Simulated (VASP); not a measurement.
# DyBe (C2/m) in VASP: relaxation of cell and atoms with PBE

Aim: the relaxation of cell and atoms of DyBe with PBE.

All numbers are computed with VASP 6.6.1; they aren't measurements. Logs are shortened: lines on timing, memory, paths and dates and some standing lists are left out, and cuts for length are marked.

## 1. The cell of the first run

Symmetry: C2/m, No. 12, monoclinic system. The conventional cell has a = 4.811 Å, b = 4.048 Å, c = 4.161 Å, α = 90.00°, β = 102.55°, γ = 90.00°. Within 2.7 Å of Dy (site symmetry 2/m) lie 4 Be at 2.02 to 2.41 Å. Within 2.7 Å of Be (site symmetry 2/m) lie 4 Dy at 2.02 to 2.41 Å.

The cell was generated, and may not be a known phase.

## 2. Relaxation of cell and atoms, PBE

Contents of INCAR:

```
SYSTEM = DyBe
PREC = Accurate ; ENCUT = 600
EDIFF = 1E-7 ; ISMEAR = 0
SIGMA = 0.2 ; LREAL = .False.
LASPH = .True. ; NELM = 200
ALGO = Normal ; ISIF = 3
LWAVE = .False. ; LCHARG = .False.
GGA = PE ; IBRION = 2
NSW = 36 ; EDIFFG = -0.08
GGA_COMPAT = .False. ; NELMIN = 4
LMAXMIX = 6
```

Contents of KPOINTS:

```
Automatic mesh
0
Gamma
  6 6 5
  0 0 0
```

Contents of POSCAR:

```
DyBe
1.0
    2.4054795100     -2.0240294900      0.0000000000
    2.4054795100      2.0240294900      0.0000000000
   -0.9038257800      0.0000000000      4.0613604300
Dy Be
1 1
Direct
    0.5000000000      0.5000000000      0.0000000000
    0.0000000000      0.0000000000      0.0000000000
```

Potentials or basis: VASP PAW PBE potentials, release 64 (Dy_3, Be), 4f in core.

Launch:

```sh
cat potpaw_PBE.64/Dy_3/POTCAR potpaw_PBE.64/Be/POTCAR > POTCAR
mpirun -np 1 vasp_std > vasp.out
```

OUTCAR:

```text
SYSTEM = DyBe
   PREC = Accurate
   ENCUT = 600
   EDIFF = 1E-7
   ISMEAR = 0
   LREAL = .False.
   LASPH = .True.
   NELM = 200
   ISIF = 3
   GGA = PE
   IBRION = 2
   NSW = 36
   EDIFFG = -0.08
   NELMIN = 4

 ion  position               nearest neighbor table
   1  0.500  0.500  0.000-   2 2.02   2 2.02   2 2.41   2 2.41
   2  0.000  0.000  0.000-   1 2.02   1 2.02   1 2.41   1 2.41

  LATTYP: Found a base centered monoclinic cell.
 ALAT       =     4.8109590200
 B/A-ratio  =     0.8414245399
 C/A-ratio  =     0.8648410879
 COS(beta)  =    -0.2172284747

  Lattice vectors:

 A1 = (   2.4054795100,  -2.0240294900,   0.0000000000)
 A2 = (   2.4054795100,   2.0240294900,   0.0000000000)
 A3 = (  -0.9038257800,   0.0000000000,   4.0613604300)

Analysis of symmetry for initial positions (statically):
=====================================================================
 Subroutine PRICEL returns:
 Original cell was already a primitive cell.

 Routine SETGRP: Setting up the symmetry group for a
 base centered monoclinic supercell.

 Subroutine GETGRP returns: Found  4 space group operations
 (whereof  4 operations were pure point group operations)
 out of a pool of  4 trial point group operations.

The static configuration has the point symmetry C_2h.

Analysis of symmetry for dynamics (positions and initial velocities):
=====================================================================
 Subroutine PRICEL returns:
 Original cell was already a primitive cell.

 Routine SETGRP: Setting up the symmetry group for a
 base centered monoclinic supercell.

 Subroutine GETGRP returns: Found  4 space group operations
 (whereof  4 operations were pure point group operations)
 out of a pool of  4 trial point group operations.

The dynamic configuration has the point symmetry C_2h.

 Subroutine INISYM returns: Found  4 space group operations
 (whereof  4 operations are pure point group operations),
 and found     1 'primitive' translations

----------------------------------------------------------------------------------------

                                     Primitive cell

  volume of cell :      39.5476

  direct lattice vectors                    reciprocal lattice vectors
     2.405479510 -2.024029490  0.000000000     0.207858765 -0.247031974  0.046257434
     2.405479510  2.024029490  0.000000000     0.207858765  0.247031974  0.046257434
    -0.903825780  0.000000000  4.061360430     0.000000000  0.000000000  0.246222914

  length of vectors
     3.143728209  3.143728209  4.160715033     0.326143852  0.326143852  0.246222914

  position of ions in fractional coordinates (direct lattice)
     0.500000000  0.500000000  0.000000000
     0.000000000  0.000000000  0.000000000

  ion indices of the primitive-cell ions
   primitive index   ion index
                 1           1
                 2           2

----------------------------------------------------------------------------------------

 KPOINTS: Automatic mesh

Automatic generation of k-mesh.
 Grid dimensions read from file:
 generate k-points for:    6    6    5

 Generating k-lattice:

  Cartesian coordinates                     Fractional coordinates (reciprocal lattice)
     0.034643127 -0.041171996  0.007709572     0.166666667  0.000000000  0.000000000
     0.034643127  0.041171996  0.007709572     0.000000000  0.166666667  0.000000000
     0.000000000  0.000000000  0.049244583     0.000000000  0.000000000  0.200000000

  Length of vectors
     0.054357309  0.054357309  0.049244583

  Shift w.r.t. Gamma in fractional coordinates (k-lattice)
     0.000000000  0.000000000  0.000000000

 Subroutine IBZKPT returns following result:
 ===========================================

 Found     55 irreducible k-points:

 Following reciprocal coordinates:
            Coordinates               Weight
  0.000000  0.000000  0.000000      1.000000
  0.166667 -0.000000  0.000000      4.000000
  0.333333 -0.000000  0.000000      4.000000
  0.500000 -0.000000  0.000000      2.000000
  0.166667  0.166667  0.000000      2.000000
  0.333333  0.166667 -0.000000      4.000000
[... 16 lines left out ...]
 -0.333333  0.166667  0.200000      4.000000
 -0.166667  0.166667  0.200000      4.000000
 [... further k-points ...]
   k-points           NKPTS =     55   k-points in BZ     NKDIM =     55   number of bands    NBANDS=      9
   number of dos      NEDOS =    301   number of ions     NIONS =      2
   total plane-waves  NPLWV =  28224
   dimension x,y,z NGX =    28 NGY =   28 NGZ =   36
   dimension x,y,z NGXF=    56 NGYF=   56 NGZF=   72
   ions per type =               1   1
   NGX,Y,Z   is equivalent  to a cutoff of  14.81, 14.81, 14.38 a.u.
   NGXF,Y,Z  is equivalent  to a cutoff of  29.61, 29.61, 28.77 a.u.
 SYSTEM =  DyBe
   PREC   = accura    normal or accurate (medium, high low for compatibility)
   ISTART =      0    job   : 0-new  1-cont  2-samecut
   ICHARG =      2    charge: 1-file 2-atom 10-const
   ISPIN  =      1    spin polarized calculation?
   LNONCOLLINEAR =      F non collinear calculations
   LSORBIT =      F    spin-orbit coupling
   LASPH  =      T    aspherical Exc in radial PAW
   ENCUT  =  600.0 eV  44.10 Ry    6.64 a.u.   6.28  6.28  8.31*2*pi/ulx,y,z
   NELM   =    200;   NELMIN=  4; NELMDL= -5     # of ELM steps
   EDIFF  = 0.1E-06   stopping-criterion for ELM
   LREAL  =      F    real-space projection
   EDIFFG = -.8E-01   stopping-criterion for IOM
   NSW    =     36    number of steps for IOM
   IBRION =      2    ionic relax: 0-MD 1-quasi-New 2-CG
   NFREE  =      1    steps in history (QN), initial steepest desc. (CG)
   ISIF   =      3    stress and relaxation
   ISYM   =      2    0-nonsym 1-usesym 2-fastsym
   POTIM  = 0.5000    time-step for ionic-motion
   TEBEG  =    0.0;   TEEND  =   0.0 temperature during run
   PSTRESS=    0.0 pullay stress
   NELECT =      11.0000    total number of electrons
   NUPDOWN=      -1.0000    fix difference up-down
   EMIN   =  10.00;   EMAX   =-10.00  energy-range for DOS
   EFERMI =   0.00;   METHOD = LEGACY
   ISMEAR =     0;   SIGMA  =   0.20  broadening in eV -4-tet -1-fermi 0-gaus
   EFERMI_NEDOS =   21; number of points for ismear=-14 and -15
   IALGO  =     38    algorithm
   IMIX   =      4    mixing-type and parameters
     AMIX     =   0.40;   BMIX     =  1.00
     AMIX_MAG =   1.60;   BMIX_MAG =  1.00
  volume/ion in A,a.u.               =      19.77       133.44
  Fermi-wavevector in a.u.,A,eV,Ry     =   1.068642  2.019441 15.537805  1.141996
  Thomas-Fermi vector in A             =   2.204297
   LORBIT       =      0    0 simple, 1 ext, 2 COOP (PROOUT), +10 PAW based schemes
   GGA     = PE    functional components
   LHFCALC =     F    Hartree Fock is set to
   AEXX    =    0.0000 exact exchange contribution
   IVDW    =     0    specifies the selected vdW correction
   LEPSILON=     F    determine dielectric tensor
   LRPA    =     F    only Hartree local field effects (RPA)
 conjugate gradient relaxation of ions
 non-spin polarized calculation
 Gauss-broadening in eV      SIGMA  =   0.20
  energy-cutoff  :      600.00
  volume of cell :       39.55
 maximum number of plane-waves:      1332
 NGX is ok and might be reduce to    28
   NGX = 13   NGY = 13   NGZ = 17

--------------------------------------- Ionic step        1  -------------------------------------------

 number of electron      11.0000001 magnetization

 Free energy of the ion-electron system (eV)
  ---------------------------------------------------
  ext. energy  EPLUGINS =         0.00000000
  ---------------------------------------------------
  free energy    TOTEN  =        -2.82974410 eV

  energy without entropy =       -2.79951563  energy(sigma->0) =       -2.81462987

------------------------ aborting loop because EDIFF is reached ----------------------------------------

  FORCE on cell =-STRESS in cart. coord.  units (eV):
  Direction    XX          YY          ZZ          XY          YZ          ZX
  --------------------------------------------------------------------------------------
  -------------------------------------------------------------------------------------
  Total        7.0298725     18.4694535     -1.5682647      0.0000000      0.0000000     -0.6464639
  in kB      284.7987017    748.2463392    -63.5345431      0.0000000      0.0000000    -26.1899589
  external PRESSURE =     323.1701659 kB  Pullay stress =       0.0000000 kB
[... 89 lines left out ...]
  FREE ENERGIE OF THE ION-ELECTRON SYSTEM (eV)
  ---------------------------------------------------
  free  energy   TOTEN  =        -6.0394793007 eV

  energy  without entropy=       -5.9678035766  energy(sigma->0) =       -6.00364144

 E-fermi :   4.3067     XC(G=0): -10.7886

 val. band max:        4.2690381094   @ k =   0.0000   0.0000   0.0000
 cond. band min:       4.3081169367   @ k =  -0.3333   0.5000   0.2000
 fundamental gap:      0.0390788273
 Fermi energy:         4.3066823629

 k-point     1 :       0.0000    0.0000    0.0000
  band No.  band energies     occupation
      1     -18.4941      2.00000
      2     -17.6240      2.00000
      3     -17.0656      2.00000
      4      -2.0160      2.00000
      5       4.2690      1.20990
      6       4.7318      0.00265
      7       6.7676      0.00000
      8       7.5962      0.00000
      9       9.6235      0.00000
[... 265 lines left out ...]
 k-point    24 :      -0.1667    0.1667    0.2000
  band No.  band energies     occupation
      1     -18.5610      2.00000
      2     -17.8251      2.00000
      3     -17.7069      2.00000
      4       0.4231      2.00000
      5       2.8943      2.00000
      6       4.3294      0.87262
      7       5.4777      0.00000
      8       7.6970      0.00000
      9       8.5425      0.00000

 [... further k-points ...]

 E-fermi :   2.8263     XC(G=0):  -9.6968

 val. band max:        2.8261032395   @ k =  -0.1667   0.5000   0.4000
 cond. band min:       2.8497813778   @ k =  -0.3333   0.3333   0.2000
 fundamental gap:      0.0236781383
 Fermi energy:         2.8262759786

 k-point     1 :       0.0000    0.0000    0.0000
  band No.  band energies     occupation
      1     -19.9636      2.00000
      2     -19.9170      2.00000
      3     -19.6624      2.00000
      4      -3.1396      2.00000
      5       3.3677      0.00013
      6       3.5553      0.00000
      7       5.9001      0.00000
      8       6.1997      0.00000
      9       6.2283      0.00000
[... 265 lines left out ...]
 k-point    24 :      -0.1667    0.1667    0.2000
  band No.  band energies     occupation
      1     -20.0185      2.00000
      2     -19.9567      2.00000
      3     -19.9123      2.00000
      4      -1.6058      2.00000
      5       2.2473      1.99996
      6       3.5375      0.00000
      7       4.0121      0.00000
      8       5.2876      0.00000
      9       6.9032      0.00000

 [... further k-points ...]

[... ionic steps 4 to 14 ...]

--------------------------------------- Ionic step       15  -------------------------------------------

 number of electron      11.0000000 magnetization

------------------------ aborting loop because EDIFF is reached ----------------------------------------

  FORCE on cell =-STRESS in cart. coord.  units (eV):
  Direction    XX          YY          ZZ          XY          YZ          ZX
  --------------------------------------------------------------------------------------
  -------------------------------------------------------------------------------------
  Total       -0.3403573     -0.0339938     -0.1923047      0.0000000      0.0000000     -0.0216178
  in kB      -11.9245444     -1.1909858     -6.7374692      0.0000000      0.0000000     -0.7573864
  external PRESSURE =      -6.6176664 kB  Pullay stress =       0.0000000 kB
[... 57 lines left out ...]
  energy  without entropy=       -7.3261375896  energy(sigma->0) =       -7.34836901

--------------------------------------- Ionic step       17  -------------------------------------------

 number of electron      10.9999999 magnetization

 Free energy of the ion-electron system (eV)
  ---------------------------------------------------
  ext. energy  EPLUGINS =         0.00000000
  ---------------------------------------------------
  free energy    TOTEN  =        -7.37214654 eV

  energy without entropy =       -7.32803286  energy(sigma->0) =       -7.35008970

 E-fermi :   2.6194     XC(G=0):  -9.5667

 val. band max:        2.5996148290   @ k =   0.5000   0.1667   0.2000
 cond. band min:       2.6280528835   @ k =   0.5000   0.3333   0.2000
 fundamental gap:      0.0284380545
 Fermi energy:         2.6194399487

 k-point     1 :       0.0000    0.0000    0.0000
  band No.  band energies     occupation
      1     -20.2251      2.00000
      2     -20.1837      2.00000
      3     -20.0342      2.00000
      4      -3.2356      2.00000
      5       3.5101      0.00000
      6       3.8855      0.00000
      7       5.8901      0.00000
      8       5.9660      0.00000
      9       6.2733      0.00000
[... 265 lines left out ...]
 k-point    24 :      -0.1667    0.1667    0.2000
  band No.  band energies     occupation
      1     -20.2906      2.00000
      2     -20.2150      2.00000
      3     -20.1808      2.00000
      4      -1.7611      2.00000
      5       2.1844      1.99791
      6       3.3341      0.00000
      7       3.5128      0.00000
      8       5.1886      0.00000
      9       6.7222      0.00000

 [... further k-points ...]

------------------------ aborting loop because EDIFF is reached ----------------------------------------

  FORCE on cell =-STRESS in cart. coord.  units (eV):
  Direction    XX          YY          ZZ          XY          YZ          ZX
  --------------------------------------------------------------------------------------
  -------------------------------------------------------------------------------------
  Total        0.0815590      0.0675725      0.0211703      0.0000000      0.0000000     -0.0265892
  in kB        2.9032344      2.4053615      0.7535933      0.0000000      0.0000000     -0.9464901
  external PRESSURE =       2.0207297 kB  Pullay stress =       0.0000000 kB
[... 17 lines left out ...]
  FREE ENERGIE OF THE ION-ELECTRON SYSTEM (eV)
  ---------------------------------------------------
  free  energy   TOTEN  =        -7.3721465350 eV

  energy  without entropy=       -7.3280328606  energy(sigma->0) =       -7.35008970

 reached required accuracy - stopping structural energy minimisation
```

Wall time 2.3 min (1 thread of Intel Xeon 6975P-C (Granite Rapids), shared host); peak memory 0.21 GiB.

What came out:

* Free energy: -7.3721 eV
* Relaxed volume: 22.50 Å³/atom
* Relaxed cell: a = 4.037 Å, b = 4.037 Å, c = 3.473 Å, α = 115.42°, β = 115.42°, γ = 89.84°
* Space group after relaxing (to 0.1 Å): Immm (No. 71)
* Pressure after relaxing: 0.2 GPa
* Band gap on the k mesh: zero (an odd number of electrons rules out a gap without spin polarisation)

Final structure:
```cif
data_structure
_symmetry_space_group_name_H-M 'P 1'
_symmetry_Int_Tables_number 1
_cell_length_a 4.0370
_cell_length_b 4.0370
_cell_length_c 3.4726
_cell_angle_alpha 115.420
_cell_angle_beta 115.420
_cell_angle_gamma 89.838
_cell_volume 45.01
loop_
_atom_site_label
_atom_site_type_symbol
_atom_site_fract_x
_atom_site_fract_y
_atom_site_fract_z
_atom_site_occupancy
Dy1 Dy 0.50000 0.50000 0.00000 1
Be1 Be 0.00000 0.00000 0.00000 1
```

Caveat: a cell axis changed by over 15 % at a fixed basis, so the end point is rough; spin-orbit coupling is left out, which moves the levels of the heavy elements; the 4f electrons are frozen in the core, so they carry no moment and show no levels. Spin polarisation is off, so any magnetic state and its effect on volume and gap are missing.

The gap in the log of VASP goes by the Fermi energy; the results here count the filled bands.